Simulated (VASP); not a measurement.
# BAs2 (I4/mmm) in VASP: notebook

The runs below take BAs2 through single point, relaxation of cell and atoms, with PBE.

All numbers are computed with VASP 6.6.1; they aren't measurements. Logs are shortened: lines on timing, memory, paths and dates and some standing lists are left out, and cuts for length are marked.

## Step 1: The cell of the first run

Symmetry: I4/mmm, No. 139, tetragonal system. The conventional cell has a = 7.408 Å, b = 7.408 Å, c = 4.228 Å, α = 90.00°, β = 90.00°, γ = 90.00°. B (site symmetry 4mm) has 1 B at 1.64 Å within 2.2 Å. As (site symmetry m2m) has 2 B at 2.23 Å and 2 As at 2.58 Å within 3.0 Å.

## Step 2: Single point, PBE

Input file INCAR:

```
ALGO = Normal ; EDIFF = 1E-7
ENCUT = 520 ; GGA = PE
ISIF = 2 ; ISMEAR = 0
LASPH = T ; LCHARG = F
LREAL = F ; LWAVE = F
NBANDS = 22 ; NELM = 60
PREC = Accurate ; SIGMA = 0.1
```

Input file KPOINTS:

```
k-points
0
Gamma
  6 6 6
```

Input file POSCAR:

```
BAs2
1.0
   -3.7037992836      3.7037992836      2.1138585093
    3.7037992836     -3.7037992836      2.1138585093
    3.7037992836      3.7037992836     -2.1138585093
B As
2 4
Direct
    0.6939232818      0.6939232818      0.0000000000
    0.3060767182      0.3060767182      0.0000000000
    0.0000000000      0.7541130171      0.7541130171
    0.0000000000      0.2458869829      0.2458869829
    0.7541130171      0.0000000000      0.7541130171
    0.2458869829      0.0000000000      0.2458869829
```

Potentials or basis: VASP PAW PBE potentials, release 64 (B, As).

Run with:

```bash
$ cat potpaw_PBE.64/B/POTCAR potpaw_PBE.64/As/POTCAR > POTCAR
$ mpirun -np 1 vasp_std > vasp.out
```

OUTCAR:

```text
EDIFF = 1E-7
   ENCUT = 520
   GGA = PE
   ISIF = 2
   ISMEAR = 0
   LASPH = T
   LREAL = F
   NELM = 60
   PREC = Accurate

 ion  position               nearest neighbor table
   1  0.694  0.694  0.000-   2 1.64   4 2.23   6 2.23   3 2.23   5 2.23
   2  0.306  0.306  0.000-   1 1.64   4 2.23   6 2.23   3 2.23   5 2.23
   3  0.000  0.754  0.754-   2 2.23   1 2.23   5 2.58   6 2.58
   4  0.000  0.246  0.246-   2 2.23   1 2.23   6 2.58   5 2.58
   5  0.754  0.000  0.754-   2 2.23   1 2.23   3 2.58   4 2.58
   6  0.246  0.000  0.246-   2 2.23   1 2.23   4 2.58   3 2.58

  LATTYP: Found a body centered tetragonal cell.
 ALAT       =     7.4075985672
 C/A-ratio  =     0.5707270690

  Lattice vectors:

 A1 = (  -3.7037992836,   3.7037992836,   2.1138585093)
 A2 = (   3.7037992836,  -3.7037992836,   2.1138585093)
 A3 = (   3.7037992836,   3.7037992836,  -2.1138585093)

Analysis of symmetry for initial positions (statically):
=====================================================================
 Subroutine PRICEL returns:
 Original cell was already a primitive cell.

 Routine SETGRP: Setting up the symmetry group for a
 body centered tetragonal supercell.

 Subroutine GETGRP returns: Found 16 space group operations
 (whereof 16 operations were pure point group operations)
 out of a pool of 16 trial point group operations.

The static configuration has the point symmetry D_4h.

Analysis of symmetry for dynamics (positions and initial velocities):
=====================================================================
 Subroutine PRICEL returns:
 Original cell was already a primitive cell.

 Routine SETGRP: Setting up the symmetry group for a
 body centered tetragonal supercell.

 Subroutine GETGRP returns: Found 16 space group operations
 (whereof 16 operations were pure point group operations)
 out of a pool of 16 trial point group operations.

The dynamic configuration has the point symmetry D_4h.

 Subroutine INISYM returns: Found 16 space group operations
 (whereof 16 operations are pure point group operations),
 and found     1 'primitive' translations

----------------------------------------------------------------------------------------

                                     Primitive cell

  volume of cell :     115.9927

  direct lattice vectors                    reciprocal lattice vectors
    -3.703799284  3.703799284  2.113858509     0.000000000  0.134996516  0.236534280
     3.703799284 -3.703799284  2.113858509     0.134996516  0.000000000  0.236534280
     3.703799284  3.703799284 -2.113858509     0.134996516  0.134996516  0.000000000

  length of vectors
     5.648420670  5.648420670  5.648420670     0.272346333  0.272346333  0.190913904

  position of ions in fractional coordinates (direct lattice)
     0.693923282  0.693923282  0.000000000
     0.306076718  0.306076718  0.000000000
     0.000000000  0.754113017  0.754113017
     0.000000000  0.245886983  0.245886983
     0.754113017  0.000000000  0.754113017
     0.245886983  0.000000000  0.245886983

  ion indices of the primitive-cell ions
   primitive index   ion index
                 1           1
                 2           2
                 3           3
                 4           4
                 5           5
                 6           6

----------------------------------------------------------------------------------------

 KPOINTS: k-points

Automatic generation of k-mesh.
 Grid dimensions read from file:
 generate k-points for:    6    6    6

 Generating k-lattice:

  Cartesian coordinates                     Fractional coordinates (reciprocal lattice)
     0.000000000  0.022499419  0.039422380     0.166666667  0.000000000 -0.000000000
     0.022499419  0.000000000  0.039422380     0.000000000  0.166666667 -0.000000000
     0.022499419  0.022499419  0.000000000     0.000000000  0.000000000  0.166666667

  Length of vectors
     0.045391055  0.045391055  0.031818984

  Shift w.r.t. Gamma in fractional coordinates (k-lattice)
     0.000000000  0.000000000  0.000000000

 Subroutine IBZKPT returns following result:
 ===========================================

 Found     30 irreducible k-points:

 Following reciprocal coordinates:
            Coordinates               Weight
  0.000000  0.000000  0.000000      1.000000
  0.166667  0.000000 -0.000000      8.000000
  0.333333  0.000000 -0.000000      8.000000
  0.500000  0.000000 -0.000000      4.000000
  0.166667  0.166667 -0.000000      8.000000
  0.333333  0.166667 -0.000000     16.000000
[... 16 lines left out ...]
 -0.333333 -0.333333  0.166667      8.000000
 -0.166667 -0.333333  0.166667      8.000000
 [... further k-points ...]
   k-points           NKPTS =     30   k-points in BZ     NKDIM =     30   number of bands    NBANDS=     22
   number of dos      NEDOS =    301   number of ions     NIONS =      6
   total plane-waves  NPLWV =  74088
   dimension x,y,z NGX =    42 NGY =   42 NGZ =   42
   dimension x,y,z NGXF=    84 NGYF=   84 NGZF=   84
   ions per type =               2   4
   NGX,Y,Z   is equivalent  to a cutoff of  12.36, 12.36, 12.36 a.u.
   NGXF,Y,Z  is equivalent  to a cutoff of  24.72, 24.72, 24.72 a.u.
 SYSTEM =  unknown system
   PREC   = accura    normal or accurate (medium, high low for compatibility)
   ISTART =      0    job   : 0-new  1-cont  2-samecut
   ICHARG =      2    charge: 1-file 2-atom 10-const
   ISPIN  =      1    spin polarized calculation?
   LNONCOLLINEAR =      F non collinear calculations
   LSORBIT =      F    spin-orbit coupling
   LASPH  =      T    aspherical Exc in radial PAW
   ENCUT  =  520.0 eV  38.22 Ry    6.18 a.u.  10.50 10.50 10.50*2*pi/ulx,y,z
   NELM   =     60;   NELMIN=  2; NELMDL= -5     # of ELM steps
   EDIFF  = 0.1E-06   stopping-criterion for ELM
   LREAL  =      F    real-space projection
   EDIFFG = 0.1E-05   stopping-criterion for IOM
   NSW    =      0    number of steps for IOM
   IBRION =     -1    ionic relax: 0-MD 1-quasi-New 2-CG
   NFREE  =      0    steps in history (QN), initial steepest desc. (CG)
   ISIF   =      2    stress and relaxation
   ISYM   =      2    0-nonsym 1-usesym 2-fastsym
   POTIM  = 0.5000    time-step for ionic-motion
   TEBEG  =    0.0;   TEEND  =   0.0 temperature during run
   PSTRESS=    0.0 pullay stress
   NELECT =      26.0000    total number of electrons
   NUPDOWN=      -1.0000    fix difference up-down
   EMIN   =  10.00;   EMAX   =-10.00  energy-range for DOS
   EFERMI =   0.00;   METHOD = LEGACY
   ISMEAR =     0;   SIGMA  =   0.10  broadening in eV -4-tet -1-fermi 0-gaus
   EFERMI_NEDOS =   21; number of points for ismear=-14 and -15
   IALGO  =     38    algorithm
   IMIX   =      4    mixing-type and parameters
     AMIX     =   0.40;   BMIX     =  1.00
     AMIX_MAG =   1.60;   BMIX_MAG =  1.00
  volume/ion in A,a.u.               =      19.33       130.46
  Fermi-wavevector in a.u.,A,eV,Ry     =   0.994464  1.879264 13.455596  0.988958
  Thomas-Fermi vector in A             =   2.126417
   LORBIT       =      0    0 simple, 1 ext, 2 COOP (PROOUT), +10 PAW based schemes
   GGA     = PE    functional components
   LHFCALC =     F    Hartree Fock is set to
   AEXX    =    0.0000 exact exchange contribution
   IVDW    =     0    specifies the selected vdW correction
   LEPSILON=     F    determine dielectric tensor
   LRPA    =     F    only Hartree local field effects (RPA)
 non-spin polarized calculation
 Gauss-broadening in eV      SIGMA  =   0.10
  energy-cutoff  :      520.00
  volume of cell :      115.99
 maximum number of plane-waves:      3140
   NGX = 21   NGY = 21   NGZ = 21

 number of electron      26.0000000 magnetization

 Free energy of the ion-electron system (eV)
  ---------------------------------------------------
  ext. energy  EPLUGINS =         0.00000000
  ---------------------------------------------------
  free energy    TOTEN  =       -28.96699162 eV

  energy without entropy =      -28.95351894  energy(sigma->0) =      -28.96025528

 E-fermi :   4.2082     XC(G=0):  -9.5241

 val. band max:        4.1509165342   @ k =  -0.3333   0.1667   0.0000
 cond. band min:       4.2155010958   @ k =  -0.3333   0.5000   0.3333
 fundamental gap:      0.0645845616
 Fermi energy:         4.2081686177

 k-point     1 :       0.0000    0.0000    0.0000
  band No.  band energies     occupation
      1     -11.0515      2.00000
      2      -7.1025      2.00000
      3      -7.1025      2.00000
      4      -3.5431      2.00000
      5      -3.4314      2.00000
      6      -1.5676      2.00000
[... 14 lines left out ...]
     21       9.6746      0.00000
     22      10.6295      0.00000

 k-point     2 :       0.1667    0.0000   -0.0000
  band No.  band energies     occupation
      1     -10.9203      2.00000
      2      -7.1460      2.00000
      3      -7.1031      2.00000
      4      -3.6953      2.00000
      5      -3.2843      2.00000
      6      -2.9244      2.00000
[... 14 lines left out ...]
     21       9.3374      0.00000
     22      10.8861      0.00000

 k-point     3 :       0.3333    0.0000   -0.0000
  band No.  band energies     occupation
      1     -10.6194      2.00000
      2      -7.2270      2.00000
      3      -7.0970      2.00000
      4      -4.3030      2.00000
      5      -4.1803      2.00000
      6      -2.3603      2.00000
[... 14 lines left out ...]
     21       9.2088      0.00000
     22      10.9546      0.00000

 k-point     4 :       0.5000    0.0000   -0.0000
  band No.  band energies     occupation
      1     -10.4420      2.00000
      2      -7.2770      2.00000
      3      -7.0901      2.00000
      4      -4.7450      2.00000
      5      -4.4325      2.00000
      6      -1.9759      2.00000
[... 14 lines left out ...]
     21       9.4779      0.00000
     22      10.8727      0.00000

 k-point     5 :       0.1667    0.1667   -0.0000
  band No.  band energies     occupation
      1     -10.6594      2.00000
      2      -7.1980      2.00000
      3      -6.9967      2.00000
      4      -4.2799      2.00000
      5      -4.0625      2.00000
      6      -2.6178      2.00000
[... 14 lines left out ...]
     21       8.8387      0.00000
     22      10.7878      0.00000

 k-point     6 :       0.3333    0.1667   -0.0000
  band No.  band energies     occupation
      1     -10.4423      2.00000
      2      -7.2310      2.00000
      3      -7.1375      2.00000
      4      -4.7758      2.00000
      5      -4.4035      2.00000
      6      -1.9843      2.00000
[... 14 lines left out ...]
     21       9.4631      0.00000
     22      10.4475      0.00000

 k-point     7 :       0.5000    0.1667   -0.0000
  band No.  band energies     occupation
      1     -10.5329      2.00000
      2      -7.4795      2.00000
      3      -7.0772      2.00000
      4      -4.4259      2.00000
      5      -4.3295      2.00000
      6      -1.8613      2.00000
[... 324 lines left out ...]
      6      -1.3491      2.00000
[... 14 lines left out ...]
     21       9.2297      0.00000
     22       9.4416      0.00000

 k-point    21 :      -0.3333    0.5000    0.1667
  band No.  band energies     occupation
      1     -10.5994      2.00000
      2      -7.7910      2.00000
      3      -7.2488      2.00000
      4      -4.9680      2.00000
      5      -3.3881      2.00000
      6      -1.2744      2.00000
[... 14 lines left out ...]
     21       9.0540      0.00000
     22      10.0873      0.00000

 k-point    22 :      -0.1667    0.5000    0.1667
  band No.  band energies     occupation
      1     -10.4640      2.00000
      2      -7.3939      2.00000
      3      -7.2570      2.00000
      4      -4.8163      2.00000
      5      -4.4421      2.00000
      6      -1.5449      2.00000
[... 14 lines left out ...]
     21       9.4840      0.00000
     22      10.5805      0.00000

 k-point    23 :      -0.3333   -0.3333    0.1667
  band No.  band energies     occupation
      1     -10.4273      2.00000
      2      -7.4414      2.00000
      3      -7.2419      2.00000
      4      -5.0029      2.00000
      5      -4.5060      2.00000
      6      -1.3995      2.00000
[... 14 lines left out ...]
     21       9.2605      0.00000
     22      10.1031      0.00000

 k-point    24 :      -0.1667   -0.3333    0.1667
  band No.  band energies     occupation
      1     -10.4574      2.00000
      2      -7.1437      2.00000
      3      -7.0937      2.00000
      4      -4.8207      2.00000
      5      -4.5852      2.00000
      6      -2.0899      2.00000
[... 14 lines left out ...]
     21       8.9514      0.00000
     22      10.1081      0.00000

 [... further k-points ...]

------------------------ aborting loop because EDIFF is reached ----------------------------------------

  FORCE on cell =-STRESS in cart. coord.  units (eV):
  Direction    XX          YY          ZZ          XY          YZ          ZX
  --------------------------------------------------------------------------------------
  -------------------------------------------------------------------------------------
  Total        0.2736378      0.2736378      0.0970965      0.0000000      0.0000000     -0.0000000
  in kB        3.7796880      3.7796880      1.3411684      0.0000000      0.0000000     -0.0000000
  external PRESSURE =       2.9668481 kB  Pullay stress =       0.0000000 kB

 VOLUME and BASIS-vectors are now :
 -----------------------------------------------------------------------------
  energy-cutoff  :      520.00
  volume of cell :      115.99
      direct lattice vectors                 reciprocal lattice vectors
    -3.703799284  3.703799284  2.113858509     0.000000000  0.134996516  0.236534280
     3.703799284 -3.703799284  2.113858509     0.134996516  0.000000000  0.236534280
     3.703799284  3.703799284 -2.113858509     0.134996516  0.134996516  0.000000000

 POSITION                                       TOTAL-FORCE (eV/Angst)
 -----------------------------------------------------------------------------------
      0.00000      0.00000      2.93371        -0.000000     -0.000000     -0.053452
      0.00000      0.00000      1.29401        -0.000000     -0.000000      0.053452
      5.58617      0.00000      0.00000        -0.073415     -0.000000      0.000000
      1.82143      0.00000      0.00000         0.073415     -0.000000      0.000000
      0.00000      5.58617      0.00000         0.000000     -0.073415      0.000000
      0.00000      1.82143      0.00000        -0.000000      0.073415      0.000000
 -----------------------------------------------------------------------------------
    total drift:                               -0.000000      0.000000      0.000000

  FREE ENERGIE OF THE ION-ELECTRON SYSTEM (eV)
  ---------------------------------------------------
  free  energy   TOTEN  =       -28.9669916250 eV

  energy  without entropy=      -28.9535189413  energy(sigma->0) =      -28.96025528
```

It took 93 s on 1 thread of Intel Xeon 6975P-C (Granite Rapids), shared host; peak memory 0.26 GiB.

What came out:

| Item | Value |
| --- | --- |
| Free energy | -28.9670 eV |
| Pressure | 0.3 GPa |
| Largest force | 0.073 eV/Å |
| Band gap on the k mesh | zero (band 13 reaches 4.35 eV, above the bottom of band 14 at 4.04 eV) |

Forces in eV/Å, atoms in the order of the input:
```
B    0.000  0.000 -0.053
B    0.000  0.000  0.053
As  -0.073  0.000  0.000
As   0.073  0.000  0.000
As   0.000 -0.073  0.000
As   0.000  0.073  0.000
```

[end of part 1 of 2]
